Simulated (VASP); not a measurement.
# BN (P6_3mc) in VASP: notebook, part 2 of 2

VASP 6.6.1. The steps go on from the part before.

### 4 Single point, PBEsol (strained cell)

INCAR reads:

```
SYSTEM = BN
PREC = Accurate
ENCUT = 520
EDIFF = 1E-6
ISMEAR = 0
SIGMA = 0.02
LREAL = .FALSE.
LASPH = .TRUE.
NELM = 60
ALGO = Normal
ISIF = 2
LWAVE = .FALSE.
LCHARG = .FALSE.
GGA = PS
NBANDS = 16
```

KPOINTS reads:

```
Automatic mesh
0
G
  9 9 6
  0 0 0
```

POSCAR reads:

```
BN
1.0
    2.5659661661      0.0000000000      0.0000000000
   -1.2829830830      2.2221918851      0.0000000000
    0.0000000000      0.0000000000      4.1976139640
B N
2 2
Direct
    0.3333333333      0.6666666667     -0.0003708269
    0.6666666667      0.3333333333      0.4996291731
    0.3333333333      0.6666666667      0.3743708269
    0.6666666667      0.3333333333      0.8743708269
```

Potentials or basis: VASP PAW PBE potentials, release 64 (B, N).

The run is started by

```console
$ cat potpaw_PBE.64/B/POTCAR potpaw_PBE.64/N/POTCAR > POTCAR
$ mpirun -np 1 vasp_std > vasp.out
```

OUTCAR:

```text
SYSTEM = BN
   PREC = Accurate
   ENCUT = 520
   EDIFF = 1E-6
   ISMEAR = 0
   LREAL = .FALSE.
   LASPH = .TRUE.
   NELM = 60
   ISIF = 2
   GGA = PS

 ion  position               nearest neighbor table
   1  0.333  0.667  1.000-   4 1.57   4 1.57   4 1.57   3 1.57
   2  0.667  0.333  0.500-   3 1.57   3 1.57   3 1.57   4 1.57
   3  0.333  0.667  0.374-   2 1.57   2 1.57   2 1.57   1 1.57
   4  0.667  0.333  0.874-   1 1.57   1 1.57   1 1.57   2 1.57

  LATTYP: Found a hexagonal cell.
 ALAT       =     2.5659661661
 C/A-ratio  =     1.6358804802

  Lattice vectors:

 A1 = (   2.5659661661,   0.0000000000,   0.0000000000)
 A2 = (  -1.2829830830,   2.2221918851,   0.0000000000)
 A3 = (   0.0000000000,   0.0000000000,   4.1976139640)

Analysis of symmetry for initial positions (statically):
=====================================================================
 Subroutine PRICEL returns:
 Original cell was already a primitive cell.

 Routine SETGRP: Setting up the symmetry group for a
 hexagonal supercell.

 Subroutine GETGRP returns: Found 12 space group operations
[... 175 lines left out ...]
 cond. band min:      12.3799153865   @ k =   0.3333   0.3333   0.0000
 fundamental gap:      5.0316106545
 Fermi energy:         7.4655286440

 k-point     1 :       0.0000    0.0000    0.0000
  band No.  band energies     occupation
      1     -12.9214      2.00000
      2      -8.6797      2.00000
      3      -3.5029      2.00000
      4       5.1603      2.00000
      5       5.1603      2.00000
      6       7.1235      2.00000
[... 433 lines left out ...]
      3      -1.6999      2.00000
      4      -0.4198      2.00000
      5      -0.4198      2.00000
      6       1.6121      2.00000
[... 8 lines left out ...]
     15      23.1974      0.00000
     16      23.1974      0.00000

 [... further k-points ...]

------------------------ aborting loop because EDIFF is reached ----------------------------------------

  FORCE on cell =-STRESS in cart. coord.  units (eV):
  Direction    XX          YY          ZZ          XY          YZ          ZX
  --------------------------------------------------------------------------------------
  -------------------------------------------------------------------------------------
  Total       -1.4328650     -1.4328650      0.1142427     -0.0000000      0.0000000      0.0000000
  in kB      -95.9137519    -95.9137519      7.6472284     -0.0000000      0.0000000      0.0000000
  external PRESSURE =     -61.3934251 kB  Pullay stress =       0.0000000 kB

 VOLUME and BASIS-vectors are now :
 -----------------------------------------------------------------------------
  energy-cutoff  :      520.00
  volume of cell :       23.94
      direct lattice vectors                 reciprocal lattice vectors
     2.565966166  0.000000000  0.000000000     0.389716752  0.225003072  0.000000000
    -1.282983083  2.222191885  0.000000000     0.000000000  0.450006143  0.000000000
     0.000000000  0.000000000  4.197613964     0.000000000  0.000000000  0.238230578

 POSITION                                       TOTAL-FORCE (eV/Angst)
 -----------------------------------------------------------------------------------
     -0.00000      1.48146      4.19606         0.000000      0.000000     -0.000384
      1.28298      0.74073      2.09725         0.000000     -0.000000     -0.000384
     -0.00000      1.48146      1.57146         0.000000      0.000000      0.000384
      1.28298      0.74073      3.67027         0.000000     -0.000000      0.000384
 -----------------------------------------------------------------------------------
    total drift:                               -0.000000     -0.000000     -0.000255

  FREE ENERGIE OF THE ION-ELECTRON SYSTEM (eV)
  ---------------------------------------------------
  free  energy   TOTEN  =       -36.6130350523 eV

  energy  without entropy=      -36.6130350523  energy(sigma->0) =      -36.61303505
```

OSZICAR:

```text
N       E                     dE             d eps       ncg     rms          rms(c)
DAV:   1     0.371773479525E+02    0.37177E+02   -0.83783E+03  1536   0.977E+02
DAV:   2    -0.360817110023E+02   -0.73259E+02   -0.68008E+02  2296   0.227E+02
DAV:   3    -0.384709093510E+02   -0.23892E+01   -0.23839E+01  1688   0.377E+01
DAV:   4    -0.384764430116E+02   -0.55337E-02   -0.55333E-02  1904   0.209E+00
DAV:   5    -0.384764579329E+02   -0.14921E-04   -0.14921E-04  1672   0.997E-02    0.918E+00
DAV:   6    -0.368051857320E+02    0.16713E+01   -0.20172E+00  1960   0.128E+01    0.443E+00
DAV:   7    -0.366532693082E+02    0.15192E+00   -0.28393E-01  1936   0.423E+00    0.265E+00
DAV:   8    -0.366141656463E+02    0.39104E-01   -0.49465E-02  1872   0.170E+00    0.243E-01
DAV:   9    -0.366129467012E+02    0.12189E-02   -0.19481E-03  1784   0.494E-01    0.122E-01
DAV:  10    -0.366130335039E+02   -0.86803E-04   -0.25625E-04  1832   0.129E-01    0.196E-02
DAV:  11    -0.366130349733E+02   -0.14693E-05   -0.19261E-05  1984   0.406E-02    0.115E-02
DAV:  12    -0.366130350523E+02   -0.79094E-07   -0.28460E-06  1672   0.165E-02
   1 F= -.36613035E+02 E0= -.36613035E+02  d E =-.558725E-19
```

Run time: 30 s. Hardware: 1 thread of Intel Xeon 8259CL, shared host; peak memory 0.14 GiB.

What came out:

| Quantity | Value |
| --- | --- |
| Free energy | -36.6130 eV |
| Pressure | -6.1 GPa |
| Band gap on the k mesh | 5.03 eV (least direct gap 8.07 eV) |

Stress tensor (GPa, compression positive):
```
-9.59  0.00  0.00
 0.00 -9.59  0.00
 0.00  0.00  0.76
```

Caveat: the cell differs from its parent crystal (strained cell); the cell stands under tension; the PAW data sets were made with another functional, which shifts forces and pressure a little; an odd mesh through Γ misses points on the zone boundary, where band edges can lie.

### 5 Overview

```csv
cell,gap on the mesh (eV),pressure (GPa)
"a = 2.566, b = 2.566, c = 4.177 Å, angles 90.0, 90.0, 120.0°, 4 atoms",5.05,-4.3
"a = 2.566, b = 2.566, c = 4.200 Å, angles 90.0, 90.0, 120.0°, 4 atoms",5.03,-6.3
"a = 2.566, b = 2.566, c = 4.198 Å, angles 90.0, 90.0, 120.0°, 4 atoms",5.03,-6.1
```

Alike in all rows: task single point; level PBEsol; potentials or basis VASP PAW PBE potentials, release 64 (B, N); no spin polarisation; k mesh 9 × 9 × 6; cutoff (eV) 520; smearing gaussian 0.02 eV.

Caveats: the cell stands under tension; the PAW data sets were made with another functional, which shifts forces and pressure a little; an odd mesh through Γ misses points on the zone boundary, where band edges can lie.

Absolute energies hang on the potentials; compare differences alone.
